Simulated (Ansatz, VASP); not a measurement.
One calculation of BaTe, two programs

```
Ba Te
1.0
     0.00000    3.47140    3.47140
     3.47140    0.00000    3.47140
     3.47140    3.47140    0.00000
Ba Te
1 1
Cartesian
  -0.0421 0.0227 0.0073
  3.5135 3.4487 3.4641
```

Change from the starting cell: all atoms moved at random, sigma 0.05 Å a component.

Alike in both runs: task single point; functional PBEsol; k mesh 6 × 6 × 6; occupations gaussian, width 0.05 eV; no spin polarisation.

```csv
,VASP,Ansatz
version,VASP 6.6.1,Ansatz 0.2.0
potentials or method,"VASP PAW PBE potentials, release 64 (Ba_sv, Te), cutoff 520 eV","scalar-relativistic, plane waves, PAW"
valence electrons in the cell,16,26
```

VASP gave:

| Item | Value |
| --- | --- |
| gap on the k mesh at the Fermi level (eV) | 1.40 |
| least direct gap on the mesh (eV) | 1.77 |
| pressure (GPa) | 0.4 |
| traceless stress, the component that is largest in VASP (GPa) | 0.14 |
| rms of the force components (eV/Å) | 0.131 |

Task: What did Ansatz give for the same quantities?

Result: gap on the k mesh at the Fermi level (eV): 1.49; least direct gap on the mesh (eV): 1.83; pressure (GPa): 0.1; traceless stress, the component that is largest in VASP (GPa): 0.13; rms of the force components (eV/Å): 0.124.

VASP's potentials were made for PBE, not for PBEsol. Atom by atom the forces differ by 0.007 eV/Å (rms over components). VASP's potentials hold 16 valence electrons a cell and Ansatz's 26, so a difference there can come from the potentials and not from the codes.

Neither program's run includes spin-orbit coupling.
